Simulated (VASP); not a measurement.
# In2GeO3 (P-4m2) in VASP: single point with PBE

Aim: the single point of In2GeO3 with PBE.

Everything below comes from runs of VASP 6.6.1. Logs are shortened: lines on timing, memory, paths and dates and some standing lists are left out, and cuts for length are marked.

### Step 1. The cell of the first run

It takes space group P-4m2 (No. 115, tetragonal). The conventional cell has a = 3.215 Å, b = 3.215 Å, c = 8.041 Å, α = 90.00°, β = 90.00°, γ = 90.00°. In (site symmetry 2mm) has 7 O at 2.28 to 3.07 Å and 2 Ge at 3.07 Å and 4 In at 3.22 Å within 3.3 Å. Within 3.3 Å of Ge (site symmetry -4m2) lie 4 O at 2.27 Å and 4 In at 3.07 Å and 4 Ge at 3.22 Å. O (site symmetry 2mm) has 5 In at 2.28 to 2.33 Å and 4 O at 2.87 Å within 3.0 Å. O (site symmetry -4m2) has 4 Ge at 2.27 Å and 4 In at 3.07 Å and 4 O at 3.22 Å within 3.3 Å.

### Step 2. Single point, PBE

Input file POSCAR:

```
In2GeO3
1.0
    3.2150024756      0.0000000000      0.0000000000
    0.0000000000      3.2150024756      0.0000000000
    0.0000000000      0.0000000000      8.0414219285
In Ge O
2 1 3
Direct
    0.0000000000      0.5000000000      0.6745696739
    0.5000000000      0.0000000000      0.3254303261
    0.0000000000      0.0000000000      0.0000000000
    0.0000000000      0.5000000000      0.3910871895
    0.5000000000      0.0000000000      0.6089128105
    0.5000000000      0.5000000000      0.0000000000
```

Input file INCAR.step1:

```
PREC = Accurate
ENCUT = 520
EDIFF = 1E-6
ISMEAR = 0
SIGMA = 0.1
LREAL = F
LASPH = T
NELM = 100
ALGO = Normal
ISIF = 2
LWAVE = F
LCHARG = T
GGA = PE
NBANDS = 38
```

Input file KPOINTS.step1:

```
Automatic mesh
0
Gamma
  12 12 6
```

Input file INCAR.step2:

```
PREC = Accurate
ENCUT = 520
EDIFF = 1E-6
ISMEAR = -5
SIGMA = 0.1
LREAL = F
LASPH = T
NELM = 100
ALGO = Normal
ISIF = 2
LWAVE = F
LCHARG = F
GGA = PE
LORBIT = 11
NEDOS = 1001
ICHARG = 11
```

Input file KPOINTS.step2:

```
Automatic mesh
0
Gamma
  18 18 9
```

Potentials or basis: VASP PAW PBE potentials, release 64 (In_d, Ge_d, O).

Run with:

```sh
$ cat potpaw_PBE.64/In_d/POTCAR potpaw_PBE.64/Ge_d/POTCAR potpaw_PBE.64/O/POTCAR > POTCAR
$ cp INCAR.step1 INCAR
$ cp KPOINTS.step1 KPOINTS
$ mpirun -np 1 vasp_std > vasp.out
$ cp INCAR.step2 INCAR
$ cp KPOINTS.step2 KPOINTS
$ mpirun -np 1 vasp_std > vasp.out
```

OUTCAR:

```text
PREC = Accurate
   ENCUT = 520
   EDIFF = 1E-6
   ISMEAR = -5
   LREAL = F
   LASPH = T
   NELM = 100
   ISIF = 2
   GGA = PE
   LORBIT = 11
   ICHARG = 11

 ion  position               nearest neighbor table
   1  0.000  0.500  0.675-   4 2.28   5 2.33   5 2.33   5 2.33   5 2.33   3 3.07   3 3.07   2 3.61
                             2 3.61   2 3.61   2 3.61
   2  0.500  0.000  0.325-   5 2.28   4 2.33   4 2.33   4 2.33   4 2.33   3 3.07   3 3.07   1 3.61
                             1 3.61   1 3.61   1 3.61
   3  0.000  0.000  0.000-   6 2.27   6 2.27   6 2.27   6 2.27   2 3.07   2 3.07   1 3.07   1 3.07

   4  0.000  0.500  0.391-   1 2.28   2 2.33   2 2.33   2 2.33   2 2.33
   5  0.500  0.000  0.609-   2 2.28   1 2.33   1 2.33   1 2.33   1 2.33
   6  0.500  0.500  0.000-   3 2.27   3 2.27   3 2.27   3 2.27

  LATTYP: Found a simple tetragonal cell.
 ALAT       =     3.2150024756
 C/A-ratio  =     2.5012179585

  Lattice vectors:

 A1 = (   3.2150024756,   0.0000000000,   0.0000000000)
 A2 = (   0.0000000000,   3.2150024756,   0.0000000000)
 A3 = (   0.0000000000,   0.0000000000,   8.0414219285)

Analysis of symmetry for initial positions (statically):
=====================================================================
 Subroutine PRICEL returns:
 Original cell was already a primitive cell.

 Routine SETGRP: Setting up the symmetry group for a
 simple tetragonal supercell.

 Subroutine GETGRP returns: Found  8 space group operations
 (whereof  8 operations were pure point group operations)
 out of a pool of 16 trial point group operations.

The static configuration has the point symmetry D_2d.

Analysis of symmetry for dynamics (positions and initial velocities):
=====================================================================
 Subroutine PRICEL returns:
 Original cell was already a primitive cell.

 Routine SETGRP: Setting up the symmetry group for a
 simple tetragonal supercell.

 Subroutine GETGRP returns: Found  8 space group operations
 (whereof  8 operations were pure point group operations)
 out of a pool of 16 trial point group operations.

The dynamic configuration has the point symmetry D_2d.

 Subroutine INISYM returns: Found  8 space group operations
 (whereof  8 operations are pure point group operations),
 and found     1 'primitive' translations

----------------------------------------------------------------------------------------

                                     Primitive cell

  volume of cell :      83.1181

  direct lattice vectors                    reciprocal lattice vectors
     3.215002476  0.000000000  0.000000000     0.311041751  0.000000000  0.000000000
     0.000000000  3.215002476  0.000000000     0.000000000  0.311041751  0.000000000
     0.000000000  0.000000000  8.041421929     0.000000000  0.000000000  0.124356116

  length of vectors
     3.215002476  3.215002476  8.041421929     0.311041751  0.311041751  0.124356116

  position of ions in fractional coordinates (direct lattice)
     0.000000000  0.500000000  0.674569674
     0.500000000  0.000000000  0.325430326
     0.000000000  0.000000000  0.000000000
     0.000000000  0.500000000  0.391087189
     0.500000000  0.000000000  0.608912811
     0.500000000  0.500000000  0.000000000

  ion indices of the primitive-cell ions
   primitive index   ion index
                 1           1
                 2           2
                 3           3
                 4           4
                 5           5
                 6           6

----------------------------------------------------------------------------------------

 KPOINTS: Automatic mesh

Automatic generation of k-mesh.
 Grid dimensions read from file:
 generate k-points for:   18   18    9

 Generating k-lattice:

  Cartesian coordinates                     Fractional coordinates (reciprocal lattice)
     0.017280097  0.000000000  0.000000000     0.055555556  0.000000000  0.000000000
     0.000000000  0.017280097  0.000000000     0.000000000  0.055555556  0.000000000
     0.000000000  0.000000000  0.013817346     0.000000000  0.000000000  0.111111111

  Length of vectors
     0.017280097  0.017280097  0.013817346

  Shift w.r.t. Gamma in fractional coordinates (k-lattice)
     0.000000000  0.000000000  0.000000000

 TETIRR: Found   4383 inequivalent tetrahedra from    17496

 Subroutine IBZKPT returns following result:
 ===========================================

 Found    275 irreducible k-points:

 Following reciprocal coordinates:
            Coordinates               Weight
  0.000000  0.000000  0.000000      1.000000
  0.055556  0.000000  0.000000      4.000000
  0.111111  0.000000  0.000000      4.000000
  0.166667  0.000000  0.000000      4.000000
  0.222222  0.000000  0.000000      4.000000
  0.277778  0.000000  0.000000      4.000000
[... 16 lines left out ...]
  0.277778  0.111111  0.000000      8.000000
  0.333333  0.111111  0.000000      8.000000
 [... further k-points ...]
   k-points           NKPTS =    275   k-points in BZ     NKDIM =    275   number of bands    NBANDS=     34
   number of dos      NEDOS =   1001   number of ions     NIONS =      6
   total plane-waves  NPLWV =  34560
   dimension x,y,z NGX =    24 NGY =   24 NGZ =   60
   dimension x,y,z NGXF=    48 NGYF=   48 NGZF=  120
   ions per type =               2   1   3
   NGX,Y,Z   is equivalent  to a cutoff of  12.41, 12.41, 12.40 a.u.
   NGXF,Y,Z  is equivalent  to a cutoff of  24.82, 24.82, 24.81 a.u.
 SYSTEM =  unknown system
   PREC   = accura    normal or accurate (medium, high low for compatibility)
   ISTART =      0    job   : 0-new  1-cont  2-samecut
   ICHARG =     11    charge: 1-file 2-atom 10-const
   ISPIN  =      1    spin polarized calculation?
   LNONCOLLINEAR =      F non collinear calculations
   LSORBIT =      F    spin-orbit coupling
   LASPH  =      T    aspherical Exc in radial PAW
   ENCUT  =  520.0 eV  38.22 Ry    6.18 a.u.   5.98  5.98 14.95*2*pi/ulx,y,z
   NELM   =    100;   NELMIN=  2; NELMDL=  0     # of ELM steps
   EDIFF  = 0.1E-05   stopping-criterion for ELM
   LREAL  =      F    real-space projection
   EDIFFG = 0.1E-04   stopping-criterion for IOM
   NSW    =      0    number of steps for IOM
   IBRION =     -1    ionic relax: 0-MD 1-quasi-New 2-CG
   NFREE  =      0    steps in history (QN), initial steepest desc. (CG)
   ISIF   =      2    stress and relaxation
   ISYM   =      2    0-nonsym 1-usesym 2-fastsym
   POTIM  = 0.5000    time-step for ionic-motion
   TEBEG  =    0.0;   TEEND  =   0.0 temperature during run
   PSTRESS=    0.0 pullay stress
   NELECT =      58.0000    total number of electrons
   NUPDOWN=      -1.0000    fix difference up-down
   EMIN   =  10.00;   EMAX   =-10.00  energy-range for DOS
   EFERMI =   0.00;   METHOD = LEGACY
   ISMEAR =    -5;   SIGMA  =   0.10  broadening in eV -4-tet -1-fermi 0-gaus
   EFERMI_NEDOS =   21; number of points for ismear=-14 and -15
   IALGO  =     38    algorithm
   IMIX   =      4    mixing-type and parameters
     AMIX     =   0.40;   BMIX     =  1.00
     AMIX_MAG =   1.60;   BMIX_MAG =  1.00
  volume/ion in A,a.u.               =      13.85        93.48
  Fermi-wavevector in a.u.,A,eV,Ry     =   1.452064  2.744003 28.687735  2.108489
  Thomas-Fermi vector in A             =   2.569489
   LORBIT       =     11    0 simple, 1 ext, 2 COOP (PROOUT), +10 PAW based schemes
   GGA     = PE    functional components
   LHFCALC =     F    Hartree Fock is set to
   AEXX    =    0.0000 exact exchange contribution
   IVDW    =     0    specifies the selected vdW correction
   LEPSILON=     F    determine dielectric tensor
   LRPA    =     F    only Hartree local field effects (RPA)
 non-spin polarized calculation
 Fermi weights with tetrahedron method with Bloechl corrections
  energy-cutoff  :      520.00
  volume of cell :       83.12
 maximum number of plane-waves:      2266
 NGX is ok and might be reduce to    24

 number of electron      57.9999955 magnetization

 Free energy of the ion-electron system (eV)
  ---------------------------------------------------
  ext. energy  EPLUGINS =         0.00000000
  ---------------------------------------------------
  free energy    TOTEN  =       -29.41318313 eV

  energy without entropy =      -29.41318313  energy(sigma->0) =      -29.41318313

 E-fermi :   7.5607     XC(G=0): -11.3302

 val. band max:        7.6295660374   @ k =   0.5000   0.0000   0.0000
 cond. band min:       7.4817642523   @ k =   0.5000   0.0556   0.4444
 fundamental gap:     -0.1478017852
 Fermi energy:         7.5606983064

 k-point     1 :       0.0000    0.0000    0.0000
  band No.  band energies     occupation
      1     -17.0943      2.00000
      2     -17.0394      2.00000
      3     -16.9871      2.00000
      4     -16.9684      2.00000
      5     -16.9684      2.00000
      6     -12.0538      2.00000
[... 26 lines left out ...]
     33      14.9441      0.00000
     34      15.0759      0.00000

 k-point     2 :       0.0556    0.0000    0.0000
  band No.  band energies     occupation
      1     -17.0933      2.00000
      2     -17.0401      2.00000
      3     -16.9860      2.00000
      4     -16.9690      2.00000
      5     -16.9684      2.00000
      6     -12.0359      2.00000
[... 26 lines left out ...]
     33      14.3047      0.00000
     34      15.1137      0.00000
[... 775 lines left out ...]
     33      12.5878      0.00000
     34      13.2190      0.00000

 k-point    24 :       0.3333    0.1111    0.0000
  band No.  band energies     occupation
      1     -17.0672      2.00000
      2     -17.0647      2.00000
      3     -16.9807      2.00000
      4     -16.9692      2.00000
      5     -16.9572      2.00000
      6     -11.5089      2.00000
[... 26 lines left out ...]
     33      12.3140      0.00000
     34      13.0690      0.00000

 [... further k-points ...]
[... 5 lines left out ...]
  --------------------------------------------------------------------------------------
  -------------------------------------------------------------------------------------
  Total        0.1192811      0.1192811      0.1049630      0.0000000      0.0000000      0.0000000
  in kB        2.2992526      2.2992526      2.0232592      0.0000000      0.0000000      0.0000000
  external PRESSURE =       2.2072548 kB  Pullay stress =       0.0000000 kB

 VOLUME and BASIS-vectors are now :
 -----------------------------------------------------------------------------
  energy-cutoff  :      520.00
  volume of cell :       83.12
      direct lattice vectors                 reciprocal lattice vectors
     3.215002476  0.000000000  0.000000000     0.311041751  0.000000000  0.000000000
     0.000000000  3.215002476  0.000000000     0.000000000  0.311041751  0.000000000
     0.000000000  0.000000000  8.041421929     0.000000000  0.000000000  0.124356116

 POSITION                                       TOTAL-FORCE (eV/Angst)
 -----------------------------------------------------------------------------------
      0.00000      1.60750      5.42450        -0.000000     -0.000000      0.031754
      1.60750      0.00000      2.61692        -0.000000      0.000000     -0.031754
      0.00000      0.00000      0.00000        -0.000000     -0.000000     -0.000000
      0.00000      1.60750      3.14490        -0.000000     -0.000000     -0.011626
      1.60750      0.00000      4.89652         0.000000     -0.000000      0.011626
      1.60750      1.60750      0.00000        -0.000000      0.000000     -0.000000
 -----------------------------------------------------------------------------------
    total drift:                                0.000000     -0.000000      0.000000

  FREE ENERGIE OF THE ION-ELECTRON SYSTEM (eV)
  ---------------------------------------------------
  free  energy   TOTEN  =       -29.4131831250 eV

  energy  without entropy=      -29.4131831250  energy(sigma->0) =      -29.41318313

 total charge

# of ion       s       p       d       tot
------------------------------------------
    1        0.746   0.510   9.967  11.223
    2        0.746   0.510   9.967  11.223
    3        1.266   0.768  10.060  12.093
    4        1.585   3.375   0.000   4.960
    5        1.585   3.375   0.000   4.960
    6        1.593   3.296   0.000   4.889
--------------------------------------------------
tot          7.522  11.833  29.994  49.349
```

It took 4.1 min on 1 thread of Intel Xeon 6975P-C (Granite Rapids), shared host; peak memory 0.7 GiB.

Results:

```
Valence electrons inside the program's atomic spheres : In 11.22; Ge 12.09; O 4.96, 4.89 (each value once)
```

Levels at points of the mesh, in eV from the Fermi level:
```tsv
k point	band 25	band 26	band 27	band 28	band 29	band 30	band 31	band 32	band 33	band 34
(0.00, 0.00, 0.00)	-3.72	-3.61	-3.29	-3.29	-2.40	0.12	2.66	5.50	7.38	7.52
(0.50, 0.00, 0.00)	-2.94	-2.84	-2.82	-1.64	0.07	0.12	2.61	3.08	3.51	4.95
(0.50, 0.50, 0.00)	-4.93	-4.14	-4.14	-2.58	0.11	0.11	1.04	5.61	5.69	5.70
```

Caveat: spin-orbit coupling is left out, which moves the levels of the heavy elements.
